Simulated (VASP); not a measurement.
# WS2 (P1) in VASP: single point with LDA

Aim: the single point of WS2 with LDA.

Program: VASP 6.6.1. These are calculated values, not measurements. Logs are shortened: lines on timing, memory, paths and dates and some standing lists are left out, and cuts for length are marked.

## 1. The cell of the first run

The typed cell holds 3 atoms: a = 6.351 Å, b = 6.454 Å, c = 6.481 Å, α = 28.64°, β = 28.10°, γ = 28.55°.

## 2. Single point, LDA (equal xy, yz and zx shear strains of -3 %)

The input, INCAR:

```
SYSTEM = WS2
PREC = Accurate ; ENCUT = 520
EDIFF = 1E-7 ; ISMEAR = -1
SIGMA = 0.08 ; LREAL = .False.
LASPH = .True. ; NELM = 80
ALGO = Normal ; ISIF = 2
LWAVE = .False. ; LCHARG = .False.
NBANDS = 20
```

The input, KPOINTS:

```
regular mesh
0
Gamma
  13 13 13
  0 0 0
```

The input, POSCAR:

```
WS2
1.0
    1.4728758898      0.7955013411      6.1259704498
   -1.6851248788      0.8428713527      6.1733404613
   -0.0651008611     -1.9157225438      6.1906790889
W S
1 2
Direct
    0.0000000000      0.0000000000      0.0000000000
    0.7503000000      0.7503000000      0.7503000000
    0.5810000000      0.5810000000      0.5810000000
```

Potentials or basis: VASP PAW LDA potentials, release 64 (W_sv, S).

Command:

```
cat potpaw_LDA.64/W_sv/POTCAR potpaw_LDA.64/S/POTCAR > POTCAR
mpirun -np 1 vasp_std > vasp.out
```

OUTCAR:

```text
SYSTEM = WS2
   PREC = Accurate
   ENCUT = 520
   EDIFF = 1E-7
   ISMEAR = -1
   LREAL = .False.
   LASPH = .True.
   NELM = 80
   ISIF = 2

 ion  position               nearest neighbor table
   1  0.000  0.000  0.000-   2 2.32   3 2.38   3 2.42   2 2.42   2 2.43   3 2.45
   2  0.750  0.750  0.750-   1 2.32   1 2.42   1 2.43
   3  0.581  0.581  0.581-   1 2.38   1 2.42   1 2.45

  LATTYP: Found a triclinic cell.
 ALAT       =     3.1587112389
 B/A-ratio  =     1.0128051678
 C/A-ratio  =     2.0104930150
 COS(alpha) =     0.0146602751
 COS(beta)  =     0.2155312912
 COS(gamma) =     0.5191268022

  Lattice vectors:

 A1 = (  -3.1580007686,   0.0473700116,   0.0473700115)
 A2 = (  -1.6200240177,   2.7585938965,  -0.0173386276)
 A3 = (  -1.4728758898,  -0.7955013411,  -6.1259704498)

Analysis of symmetry for initial positions (statically):
=====================================================================
 Subroutine PRICEL returns:
 Original cell was already a primitive cell.

 Routine SETGRP: Setting up the symmetry group for a
 triclinic supercell.

 Subroutine GETGRP returns: Found  1 space group operations
 (whereof  1 operations were pure point group operations)
 out of a pool of  2 trial point group operations.

The static configuration has the point symmetry C_1 .

Analysis of symmetry for dynamics (positions and initial velocities):
=====================================================================
 Subroutine PRICEL returns:
 Original cell was already a primitive cell.

 Routine SETGRP: Setting up the symmetry group for a
 triclinic supercell.

 Subroutine GETGRP returns: Found  1 space group operations
 (whereof  1 operations were pure point group operations)
 out of a pool of  2 trial point group operations.

The dynamic configuration has the point symmetry C_1 .

 Subroutine INISYM returns: Found  1 space group operations
 (whereof  1 operations are pure point group operations),
 and found     1 'primitive' translations

----------------------------------------------------------------------------------------

                                     Primitive cell

  volume of cell :      53.1954

  direct lattice vectors                    reciprocal lattice vectors
     1.472875890  0.795501341  6.125970450     0.320410101  0.188553365  0.061717770
    -1.685124879  0.842871353  6.173340461    -0.313191430  0.178904610  0.052069015
    -0.065100861 -1.915722544  6.190679089    -0.004746731 -0.364986034  0.048537326

  length of vectors
     6.350566882  6.454472126  6.480643376     0.376860833  0.364426829  0.368229832

  position of ions in fractional coordinates (direct lattice)
     0.000000000  0.000000000  0.000000000
     0.750300000  0.750300000  0.750300000
     0.581000000  0.581000000  0.581000000

  ion indices of the primitive-cell ions
   primitive index   ion index
                 1           1
                 2           2
                 3           3

----------------------------------------------------------------------------------------

 KPOINTS: regular mesh

Automatic generation of k-mesh.
 Grid dimensions read from file:
 generate k-points for:   13   13   13

 Generating k-lattice:

  Cartesian coordinates                     Fractional coordinates (reciprocal lattice)
     0.024646931  0.014504105  0.004747521     0.076923077 -0.000000000  0.000000000
    -0.024091648  0.013761893  0.004005309    -0.000000000  0.076923077  0.000000000
    -0.000365133 -0.028075849  0.003733640     0.000000000  0.000000000  0.076923077

  Length of vectors
     0.028989295  0.028032833  0.028325372

  Shift w.r.t. Gamma in fractional coordinates (k-lattice)
     0.000000000  0.000000000  0.000000000

 Subroutine IBZKPT returns following result:
 ===========================================

 Found   1099 irreducible k-points:

 Following reciprocal coordinates:
            Coordinates               Weight
  0.000000  0.000000  0.000000      1.000000
  0.076923  0.000000  0.000000      2.000000
  0.153846  0.000000  0.000000      2.000000
  0.230769  0.000000  0.000000      2.000000
  0.307692  0.000000  0.000000      2.000000
  0.384615  0.000000  0.000000      2.000000
[... 16 lines left out ...]
  0.153846  0.153846  0.000000      2.000000
  0.230769  0.153846  0.000000      2.000000
 [... further k-points ...]
   k-points           NKPTS =   1099   k-points in BZ     NKDIM =   1099   number of bands    NBANDS=     20
   number of dos      NEDOS =    301   number of ions     NIONS =      3
   total plane-waves  NPLWV = 110592
   dimension x,y,z NGX =    48 NGY =   48 NGZ =   48
   dimension x,y,z NGXF=    96 NGYF=   96 NGZF=   96
   ions per type =               1   2
   NGX,Y,Z   is equivalent  to a cutoff of  12.57, 12.36, 12.31 a.u.
   NGXF,Y,Z  is equivalent  to a cutoff of  25.13, 24.73, 24.63 a.u.
 SYSTEM =  WS2
   PREC   = accura    normal or accurate (medium, high low for compatibility)
   ISTART =      0    job   : 0-new  1-cont  2-samecut
   ICHARG =      2    charge: 1-file 2-atom 10-const
   ISPIN  =      1    spin polarized calculation?
   LNONCOLLINEAR =      F non collinear calculations
   LSORBIT =      F    spin-orbit coupling
   LASPH  =      T    aspherical Exc in radial PAW
   ENCUT  =  520.0 eV  38.22 Ry    6.18 a.u.  11.81 12.00 12.05*2*pi/ulx,y,z
   NELM   =     80;   NELMIN=  2; NELMDL= -5     # of ELM steps
   EDIFF  = 0.1E-06   stopping-criterion for ELM
   LREAL  =      F    real-space projection
   EDIFFG = 0.1E-05   stopping-criterion for IOM
   NSW    =      0    number of steps for IOM
   IBRION =     -1    ionic relax: 0-MD 1-quasi-New 2-CG
   NFREE  =      0    steps in history (QN), initial steepest desc. (CG)
   ISIF   =      2    stress and relaxation
   ISYM   =      2    0-nonsym 1-usesym 2-fastsym
   POTIM  = 0.5000    time-step for ionic-motion
   TEBEG  =    0.0;   TEEND  =   0.0 temperature during run
   PSTRESS=    0.0 pullay stress
   NELECT =      26.0000    total number of electrons
   NUPDOWN=      -1.0000    fix difference up-down
   EMIN   =  10.00;   EMAX   =-10.00  energy-range for DOS
   EFERMI =   0.00;   METHOD = LEGACY
   ISMEAR =    -1;   SIGMA  =   0.08  broadening in eV -4-tet -1-fermi 0-gaus
   EFERMI_NEDOS =   21; number of points for ismear=-14 and -15
   IALGO  =     38    algorithm
   IMIX   =      4    mixing-type and parameters
     AMIX     =   0.40;   BMIX     =  1.00
     AMIX_MAG =   1.60;   BMIX_MAG =  1.00
  volume/ion in A,a.u.               =      17.73       119.66
  Fermi-wavevector in a.u.,A,eV,Ry     =   1.289559  2.436913 22.625972  1.662962
  Thomas-Fermi vector in A             =   2.421444
   LORBIT       =      0    0 simple, 1 ext, 2 COOP (PROOUT), +10 PAW based schemes
   GGA     = CA    functional components
   LHFCALC =     F    Hartree Fock is set to
   AEXX    =    0.0000 exact exchange contribution
   IVDW    =     0    specifies the selected vdW correction
   LEPSILON=     F    determine dielectric tensor
   LRPA    =     F    only Hartree local field effects (RPA)
 non-spin polarized calculation
  energy-cutoff  :      520.00
  volume of cell :       53.20
 maximum number of plane-waves:      1452
   NGX = 23   NGY = 23   NGZ = 25

 number of electron      26.0000001 magnetization

 Free energy of the ion-electron system (eV)
  ---------------------------------------------------
  ext. energy  EPLUGINS =         0.00000000
  ---------------------------------------------------
  free energy    TOTEN  =       -26.17747559 eV

  energy without entropy =      -26.17743565  energy(sigma->0) =      -26.17745562

 E-fermi :   7.7695     XC(G=0): -11.2396

 val. band max:        7.3602944926   @ k =   0.4615   0.4615   0.4615
 cond. band min:       8.3391042649   @ k =   0.0000  -0.1538   0.1538
 fundamental gap:      0.9788097723
 Fermi energy:         7.7694967135

 k-point     1 :       0.0000    0.0000    0.0000
  band No.  band energies     occupation
      1     -66.8306      2.00000
      2     -31.3671      2.00000
      3     -31.1992      2.00000
      4     -31.1514      2.00000
      5      -8.2306      2.00000
      6      -6.2103      2.00000
[... 12 lines left out ...]
     19      15.1374      0.00000
     20      15.7190      0.00000

 k-point     2 :       0.0769    0.0000    0.0000
  band No.  band energies     occupation
      1     -66.8294      2.00000
      2     -31.3629      2.00000
      3     -31.2066      2.00000
      4     -31.1726      2.00000
      5      -8.1233      2.00000
      6      -6.1815      2.00000
[... 12 lines left out ...]
     19      15.5194      0.00000
     20      15.8613      0.00000

 k-point     3 :       0.1538    0.0000    0.0000
  band No.  band energies     occupation
      1     -66.8260      2.00000
      2     -31.3513      2.00000
      3     -31.2459      2.00000
      4     -31.2121      2.00000
      5      -7.8145      2.00000
      6      -6.0977      2.00000
[... 12 lines left out ...]
     19      15.7112      0.00000
     20      16.4872      0.00000

 k-point     4 :       0.2308    0.0000    0.0000
  band No.  band energies     occupation
      1     -66.8212      2.00000
      2     -31.3367      2.00000
      3     -31.3286      2.00000
      4     -31.2374      2.00000
      5      -7.3438      2.00000
      6      -5.9682      2.00000
[... 12 lines left out ...]
     19      15.6225      0.00000
     20      16.4331      0.00000

 k-point     5 :       0.3077    0.0000    0.0000
  band No.  band energies     occupation
      1     -66.8162      2.00000
      2     -31.4219      2.00000
      3     -31.3173      2.00000
      4     -31.2612      2.00000
      5      -6.7819      2.00000
      6      -5.8132      2.00000
[... 12 lines left out ...]
     19      14.8628      0.00000
     20      15.6018      0.00000
[... 353 lines left out ...]
      6      -6.1060      2.00000
[... 12 lines left out ...]
     19      15.7200      0.00000
     20      16.2595      0.00000

 k-point    22 :       0.0769    0.1538    0.0000
  band No.  band energies     occupation
      1     -66.8277      2.00000
      2     -31.3564      2.00000
      3     -31.2525      2.00000
      4     -31.1711      2.00000
      5      -7.9286      2.00000
      6      -6.1485      2.00000
[... 12 lines left out ...]
     19      15.8291      0.00000
     20      16.1963      0.00000

 k-point    23 :       0.1538    0.1538    0.0000
  band No.  band energies     occupation
      1     -66.8264      2.00000
      2     -31.3522      2.00000
      3     -31.2598      2.00000
      4     -31.1922      2.00000
      5      -7.8115      2.00000
      6      -6.1359      2.00000
[... 12 lines left out ...]
     19      15.7814      0.00000
     20      16.2406      0.00000

 k-point    24 :       0.2308    0.1538    0.0000
  band No.  band energies     occupation
      1     -66.8232      2.00000
      2     -31.3416      2.00000
      3     -31.3035      2.00000
      4     -31.2201      2.00000
      5      -7.5068      2.00000
      6      -6.0667      2.00000
[... 12 lines left out ...]
     19      15.7152      0.00000
     20      16.0765      0.00000

 [... further k-points ...]

------------------------ aborting loop because EDIFF is reached ----------------------------------------

  FORCE on cell =-STRESS in cart. coord.  units (eV):
  Direction    XX          YY          ZZ          XY          YZ          ZX
  --------------------------------------------------------------------------------------
  -------------------------------------------------------------------------------------
  Total       -0.9087615     -1.0138879     -0.8031963      1.1214202      1.5605749      1.6352514
  in kB      -27.3707179    -30.5369859    -24.1912284     33.7757211     47.0024896     49.2516485
  external PRESSURE =     -27.3663108 kB  Pullay stress =       0.0000000 kB

 VOLUME and BASIS-vectors are now :
 -----------------------------------------------------------------------------
  energy-cutoff  :      520.00
  volume of cell :       53.20
      direct lattice vectors                 reciprocal lattice vectors
     1.472875890  0.795501341  6.125970450     0.320410101  0.188553365  0.061717770
    -1.685124879  0.842871353  6.173340461    -0.313191430  0.178904610  0.052069015
    -0.065100861 -1.915722544  6.190679089    -0.004746731 -0.364986034  0.048537326

 POSITION                                       TOTAL-FORCE (eV/Angst)
 -----------------------------------------------------------------------------------
      0.00000      0.00000      0.00000        -0.320645     -0.054011     -0.662938
     -0.20810     -0.20810     13.87304         0.642878      0.499603      0.166129
     -0.16114     -0.16114     10.74268        -0.322234     -0.445592      0.496809
 -----------------------------------------------------------------------------------
    total drift:                               -0.000049      0.000020      0.000078

  FREE ENERGIE OF THE ION-ELECTRON SYSTEM (eV)
  ---------------------------------------------------
  free  energy   TOTEN  =       -26.1774755871 eV

  energy  without entropy=      -26.1774356538  energy(sigma->0) =      -26.17745562
```

It took 78 min on 1 thread of Oxide Virtual Turin-like, shared host; peak memory 1.1 GiB.

What came out:

```
Free energy            : -26.1775 eV
Pressure               : -2.7 GPa
Largest force          : 0.831 eV/Å
Band gap on the k mesh : 0.98 eV (least direct gap 1.99 eV)
```

Forces on the atoms (eV/Å):
```
W   -0.321 -0.054 -0.663
S    0.643  0.500  0.166
S   -0.322 -0.446  0.497
```

Stress tensor (GPa, compression positive):
```
-2.74  3.38  4.93
 3.38 -3.05  4.70
 4.93  4.70 -2.42
```

Caveat: the cell differs from its parent crystal (equal xy, yz and zx shear strains of -3 %); spin-orbit coupling is left out, which moves the levels of the heavy elements.
